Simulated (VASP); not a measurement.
# Ir (P6_3/mmc) in VASP: a series of runs

The runs below take Ir through single point, with LDA.

Program: VASP 6.6.1. These are calculated values, not measurements. Logs are shortened: lines on timing, memory, paths and dates and some standing lists are left out, and cuts for length are marked.

## Step 1: The cell of the first run

Symmetry: P6_3/mmc, No. 194, hexagonal system. Conventional cell: a = 2.678 Å, b = 2.678 Å, c = 4.737 Å, α = 90.00°, β = 90.00°, γ = 120.00°. Within 3.5 Å of Ir (site symmetry -6m2) lie 12 Ir at 2.68 to 2.83 Å.

## Step 2: Single point, LDA

INCAR reads:

```
ALGO = Normal
EDIFF = 1E-6
ENCUT = 500
GGA_COMPAT = False
ISIF = 2
ISMEAR = 0
LASPH = True
LCHARG = True
LELF = True
LREAL = False
LVHAR = True
LWAVE = False
NBANDS = 16
NELM = 120
PREC = Accurate
SIGMA = 0.15
```

KPOINTS reads:

```
k-points
0
Gamma
  18 18 10
```

POSCAR reads:

```
Ir
1.0
    2.6782000000      0.0000000000      0.0000000000
   -1.3391000000      2.3193892364      0.0000000000
    0.0000000000      0.0000000000      4.7371000000
Ir
2
Direct
    0.6666666667      0.3333333333      0.7500000000
    0.3333333333      0.6666666667      0.2500000000
```

Potentials or basis: VASP PAW LDA potentials, release 64 (Ir).

The run is started by

```console
$ cat potpaw_LDA.64/Ir/POTCAR > POTCAR
$ mpirun -np 1 vasp_std > vasp.out
```

OUTCAR:

```text
EDIFF = 1E-6
   ENCUT = 500
   ISIF = 2
   ISMEAR = 0
   LASPH = True
   LREAL = False
   NELM = 120
   PREC = Accurate

 ion  position               nearest neighbor table
   1  0.667  0.333  0.750-   2 2.83   2 2.83   2 2.83   2 2.83   2 2.83   2 2.83
   2  0.333  0.667  0.250-   1 2.83   1 2.83   1 2.83   1 2.83   1 2.83   1 2.83

  LATTYP: Found a hexagonal cell.
 ALAT       =     2.6782000000
 C/A-ratio  =     1.7687626017

  Lattice vectors:

 A1 = (   2.6782000000,   0.0000000000,   0.0000000000)
 A2 = (  -1.3391000000,   2.3193892364,   0.0000000000)
 A3 = (   0.0000000000,   0.0000000000,   4.7371000000)

Analysis of symmetry for initial positions (statically):
=====================================================================
 Subroutine PRICEL returns:
 Original cell was already a primitive cell.

 Routine SETGRP: Setting up the symmetry group for a
 hexagonal supercell.

 Subroutine GETGRP returns: Found 24 space group operations
 (whereof 12 operations were pure point group operations)
 out of a pool of 24 trial point group operations.

The static configuration has the point symmetry D_3d.
 The point group associated with its full space group is D_6h.

Analysis of symmetry for dynamics (positions and initial velocities):
=====================================================================
 Subroutine PRICEL returns:
 Original cell was already a primitive cell.

 Routine SETGRP: Setting up the symmetry group for a
 hexagonal supercell.

 Subroutine GETGRP returns: Found 24 space group operations
 (whereof 12 operations were pure point group operations)
 out of a pool of 24 trial point group operations.

The dynamic configuration has the point symmetry D_3d.
 The point group associated with its full space group is D_6h.

 Subroutine INISYM returns: Found 24 space group operations
 (whereof 12 operations are pure point group operations),
 and found     1 'primitive' translations

----------------------------------------------------------------------------------------

                                     Primitive cell

  volume of cell :      29.4259

  direct lattice vectors                    reciprocal lattice vectors
     2.678200000  0.000000000  0.000000000     0.373385109  0.215573993  0.000000000
    -1.339100000  2.319389236  0.000000000     0.000000000  0.431147987  0.000000000
     0.000000000  0.000000000  4.737100000     0.000000000  0.000000000  0.211099618

  length of vectors
     2.678200000  2.678200000  4.737100000     0.431147987  0.431147987  0.211099618

  position of ions in fractional coordinates (direct lattice)
     0.666666667  0.333333333  0.750000000
     0.333333333  0.666666667  0.250000000

  ion indices of the primitive-cell ions
   primitive index   ion index
                 1           1
                 2           2

----------------------------------------------------------------------------------------

 KPOINTS: k-points

Automatic generation of k-mesh.
 Grid dimensions read from file:
 generate k-points for:   18   18   10

 Generating k-lattice:

  Cartesian coordinates                     Fractional coordinates (reciprocal lattice)
     0.020743617  0.011976333  0.000000000     0.055555556  0.000000000  0.000000000
     0.000000000  0.023952666  0.000000000     0.000000000  0.055555556  0.000000000
     0.000000000  0.000000000  0.021109962     0.000000000  0.000000000  0.100000000

  Length of vectors
     0.023952666  0.023952666  0.021109962

  Shift w.r.t. Gamma in fractional coordinates (k-lattice)
     0.000000000  0.000000000  0.000000000

 Subroutine IBZKPT returns following result:
 ===========================================

 Found    222 irreducible k-points:

 Following reciprocal coordinates:
            Coordinates               Weight
  0.000000  0.000000  0.000000      1.000000
  0.055556  0.000000  0.000000      6.000000
  0.111111  0.000000  0.000000      6.000000
  0.166667 -0.000000  0.000000      6.000000
  0.222222  0.000000  0.000000      6.000000
  0.277778  0.000000  0.000000      6.000000
[... 16 lines left out ...]
  0.333333  0.111111  0.000000     12.000000
  0.388889  0.111111  0.000000     12.000000
 [... further k-points ...]
   k-points           NKPTS =    222   k-points in BZ     NKDIM =    222   number of bands    NBANDS=     16
   number of dos      NEDOS =    301   number of ions     NIONS =      2
   total plane-waves  NPLWV =  14400
   dimension x,y,z NGX =    20 NGY =   20 NGZ =   36
   dimension x,y,z NGXF=    40 NGYF=   40 NGZF=   72
   ions per type =               2
   NGX,Y,Z   is equivalent  to a cutoff of  12.41, 12.41, 12.63 a.u.
   NGXF,Y,Z  is equivalent  to a cutoff of  24.83, 24.83, 25.27 a.u.
 SYSTEM =  unknown system
   PREC   = accura    normal or accurate (medium, high low for compatibility)
   ISTART =      0    job   : 0-new  1-cont  2-samecut
   ICHARG =      2    charge: 1-file 2-atom 10-const
   ISPIN  =      1    spin polarized calculation?
   LNONCOLLINEAR =      F non collinear calculations
   LSORBIT =      F    spin-orbit coupling
   LASPH  =      T    aspherical Exc in radial PAW
   ENCUT  =  500.0 eV  36.75 Ry    6.06 a.u.   4.88  4.88  8.64*2*pi/ulx,y,z
   NELM   =    120;   NELMIN=  2; NELMDL= -5     # of ELM steps
   EDIFF  = 0.1E-05   stopping-criterion for ELM
   LREAL  =      F    real-space projection
   EDIFFG = 0.1E-04   stopping-criterion for IOM
   NSW    =      0    number of steps for IOM
   IBRION =     -1    ionic relax: 0-MD 1-quasi-New 2-CG
   NFREE  =      0    steps in history (QN), initial steepest desc. (CG)
   ISIF   =      2    stress and relaxation
   ISYM   =      2    0-nonsym 1-usesym 2-fastsym
   POTIM  = 0.5000    time-step for ionic-motion
   TEBEG  =    0.0;   TEEND  =   0.0 temperature during run
   PSTRESS=    0.0 pullay stress
   NELECT =      18.0000    total number of electrons
   NUPDOWN=      -1.0000    fix difference up-down
   EMIN   =  10.00;   EMAX   =-10.00  energy-range for DOS
   EFERMI =   0.00;   METHOD = LEGACY
   ISMEAR =     0;   SIGMA  =   0.15  broadening in eV -4-tet -1-fermi 0-gaus
   EFERMI_NEDOS =   21; number of points for ismear=-14 and -15
   IALGO  =     38    algorithm
   IMIX   =      4    mixing-type and parameters
     AMIX     =   0.40;   BMIX     =  1.00
     AMIX_MAG =   1.60;   BMIX_MAG =  1.00
  volume/ion in A,a.u.               =      14.71        99.29
  Fermi-wavevector in a.u.,A,eV,Ry     =   1.389705  2.626162 26.276657  1.931280
  Thomas-Fermi vector in A             =   2.513710
   LORBIT       =      0    0 simple, 1 ext, 2 COOP (PROOUT), +10 PAW based schemes
   GGA     = CA    functional components
   LHFCALC =     F    Hartree Fock is set to
   AEXX    =    0.0000 exact exchange contribution
   IVDW    =     0    specifies the selected vdW correction
   LEPSILON=     F    determine dielectric tensor
   LRPA    =     F    only Hartree local field effects (RPA)
 non-spin polarized calculation
 Gauss-broadening in eV      SIGMA  =   0.15
  energy-cutoff  :      500.00
  volume of cell :       29.43
 maximum number of plane-waves:       786
 NGX is ok and might be reduce to    20
   NGX =  9   NGY =  9   NGZ = 17

 number of electron      18.0000000 magnetization

 Free energy of the ion-electron system (eV)
  ---------------------------------------------------
  ext. energy  EPLUGINS =         0.00000000
  ---------------------------------------------------
  free energy    TOTEN  =       -20.27724328 eV

  energy without entropy =      -20.24950168  energy(sigma->0) =      -20.26337248

 E-fermi :   9.6253     XC(G=0): -13.9060

 val. band max:        9.6173366574   @ k =   0.3333   0.0556   0.2000
 cond. band min:       9.6275244785   @ k =   0.3889   0.2222   0.3000
 fundamental gap:      0.0101878212
 Fermi energy:         9.6252765030

 k-point     1 :       0.0000    0.0000    0.0000
  band No.  band energies     occupation
      1      -1.0584      2.00000
      2       1.6725      2.00000
      3       5.1982      2.00000
      4       6.1021      2.00000
      5       6.1021      2.00000
      6       6.5405      2.00000
[... 8 lines left out ...]
     15      24.8514      0.00000
     16      26.9163      0.00000

 k-point     2 :       0.0556    0.0000    0.0000
  band No.  band energies     occupation
      1      -0.9316      2.00000
      2       1.7969      2.00000
      3       5.2187      2.00000
      4       6.0564      2.00000
      5       6.2097      2.00000
      6       6.4624      2.00000
[... 8 lines left out ...]
     15      25.0609      0.00000
     16      27.1427      0.00000

 k-point     3 :       0.1111    0.0000    0.0000
  band No.  band energies     occupation
      1      -0.5622      2.00000
      2       2.1476      2.00000
      3       5.2086      2.00000
      4       5.9909      2.00000
      5       6.2953      2.00000
      6       6.5277      2.00000
[... 8 lines left out ...]
     15      25.6354      0.00000
     16      27.6801      0.00000

 k-point     4 :       0.1667   -0.0000    0.0000
  band No.  band energies     occupation
      1       0.0139      2.00000
      2       2.6370      2.00000
      3       5.0863      2.00000
      4       5.8066      2.00000
      5       5.9257      2.00000
      6       6.4181      2.00000
[... 8 lines left out ...]
     15      26.2851      0.00000
     16      27.8932      0.00000
[... 324 lines left out ...]
 k-point    22 :       0.2778    0.1111    0.0000
  band No.  band energies     occupation
      1       2.4264      2.00000
      2       3.2903      2.00000
      3       3.9033      2.00000
      4       5.1688      2.00000
      5       5.9172      2.00000
      6       6.0483      2.00000
[... 8 lines left out ...]
     15      22.6336      0.00000
     16      24.8061      0.00000

 k-point    23 :       0.3333    0.1111    0.0000
  band No.  band energies     occupation
      1       2.7559      2.00000
      2       3.0554      2.00000
      3       3.5510      2.00000
      4       5.5999      2.00000
      5       5.9263      2.00000
      6       6.3945      2.00000
[... 8 lines left out ...]
     15      21.3532      0.00000
     16      24.2221      0.00000

 k-point    24 :       0.3889    0.1111    0.0000
  band No.  band energies     occupation
      1       2.8166      2.00000
      2       2.9394      2.00000
      3       3.3350      2.00000
      4       5.8934      2.00000
      5       6.1230      2.00000
      6       6.3591      2.00000
[... 8 lines left out ...]
     15      20.1641      0.00000
     16      22.9664      0.00000

 [... further k-points ...]
[... 5 lines left out ...]
  --------------------------------------------------------------------------------------
  -------------------------------------------------------------------------------------
  Total       -1.0219158     -1.0219158     -6.1738010      0.0000000     -0.0000000      0.0000000
  in kB      -55.6411990    -55.6411990   -336.1506941      0.0000000     -0.0000000      0.0000000
  external PRESSURE =    -149.1443640 kB  Pullay stress =       0.0000000 kB

 VOLUME and BASIS-vectors are now :
 -----------------------------------------------------------------------------
  energy-cutoff  :      500.00
  volume of cell :       29.43
      direct lattice vectors                 reciprocal lattice vectors
     2.678200000  0.000000000  0.000000000     0.373385109  0.215573993  0.000000000
    -1.339100000  2.319389236  0.000000000     0.000000000  0.431147987  0.000000000
     0.000000000  0.000000000  4.737100000     0.000000000  0.000000000  0.211099618

 POSITION                                       TOTAL-FORCE (eV/Angst)
 -----------------------------------------------------------------------------------
      1.33910      0.77313      3.55282        -0.000000      0.000000      0.000000
     -0.00000      1.54626      1.18427         0.000000     -0.000000      0.000000
 -----------------------------------------------------------------------------------
    total drift:                               -0.000000      0.000000     -0.000000

  FREE ENERGIE OF THE ION-ELECTRON SYSTEM (eV)
  ---------------------------------------------------
  free  energy   TOTEN  =       -20.2772432830 eV

  energy  without entropy=      -20.2495016809  energy(sigma->0) =      -20.26337248
```

Run time: 74 s. Hardware: 1 thread of Intel Xeon Platinum 8259CL at 2.50GHz (Skylake/Cascade Lake), shared host; peak memory 0.2 GiB.

What came out:

```
Free energy            : -20.2772 eV
Pressure               : -14.9 GPa
Band gap on the k mesh : zero (band 9 reaches 11.09 eV, above the bottom of band 10 at 7.65 eV)
```

Caveat: spin-orbit coupling is left out, which moves the levels of the heavy elements.

## Step 3: Single point, LDA

This run uses another cell than the first one, of 14.75 Å³/atom, 1.002 times its volume.

INCAR reads:

```
ALGO     = Normal         # electronic algorithm
EDIFF    = 1E-6           # SCF threshold, eV
ENCUT    = 500            # plane-wave cutoff, eV
GGA      = CA             # functional
GGA_COMPAT= F            
ISIF     = 2              # what is computed and relaxed
ISMEAR   = 0              # smearing method
LASPH    = T              # aspherical terms in the spheres
LCHARG   = F              # write CHGCAR
LREAL    = F              # projectors in reciprocal space
LWAVE    = F              # write WAVECAR
NBANDS   = 16             # bands
NELM     = 120            # most SCF steps
PREC     = Accurate       # precision mode
SIGMA    = 0.15           # smearing width, eV
```

KPOINTS is that of step 2.

POSCAR reads:

```
Ir
1.0
    2.7864000000      0.0000000000      0.0000000000
   -1.3932000000      2.4130931851      0.0000000000
    0.0000000000      0.0000000000      4.3862420605
Ir
2
Direct
    0.6666666667      0.3333333333      0.7500000000
    0.3333333333      0.6666666667      0.2500000000
```

Potentials or basis: VASP PAW LDA potentials, release 64 (Ir).

The run is started by

```console
$ cat potpaw_LDA.64/Ir/POTCAR > POTCAR
$ mpirun -np 1 vasp_std > vasp.out
```

It took 60 s on 1 thread of Intel Xeon Platinum 8259CL at 2.50GHz (Skylake/Cascade Lake), shared host; peak memory 0.19 GiB.

Results (log left out):

| Item | Value |
| --- | --- |
| Free energy | -20.4033 eV |
| Pressure | -17.9 GPa |
| Band gap on the k mesh | zero (band 9 reaches 10.64 eV, above the bottom of band 10 at 7.49 eV) |

Stress tensor (GPa, compression positive):
```
-20.99   0.00   0.00
  0.00 -20.99   0.00
  0.00   0.00 -11.80
```

Levels at points of the mesh, in eV from the Fermi level:
| k point | band 5 | band 6 | band 7 | band 8 | band 9 | band 10 | band 11 | band 12 | band 13 | band 14 |
| --- | --- | --- | --- | --- | --- | --- | --- | --- | --- | --- |
| (0.00, 0.00, 0.00) | -3.48 | -2.99 | -2.99 | -2.52 | -2.52 | -0.40 | 0.21 | 0.21 | 7.07 | 14.14 |
| (0.50, 0.00, 0.00) | -3.39 | -3.24 | -2.69 | 0.44 | 0.90 | 1.00 | 2.70 | 4.04 | 8.10 | 10.30 |
| (0.00, 0.00, 0.50) | -3.87 | -3.87 | -3.87 | -3.87 | -0.48 | -0.48 | -0.48 | -0.48 | 13.67 | 13.67 |
| (0.50, 0.00, 0.50) | -2.17 | -2.17 | -0.93 | -0.93 | 0.72 | 0.72 | 1.93 | 1.93 | 7.20 | 7.20 |

Caveat: spin-orbit coupling is left out, which moves the levels of the heavy elements.
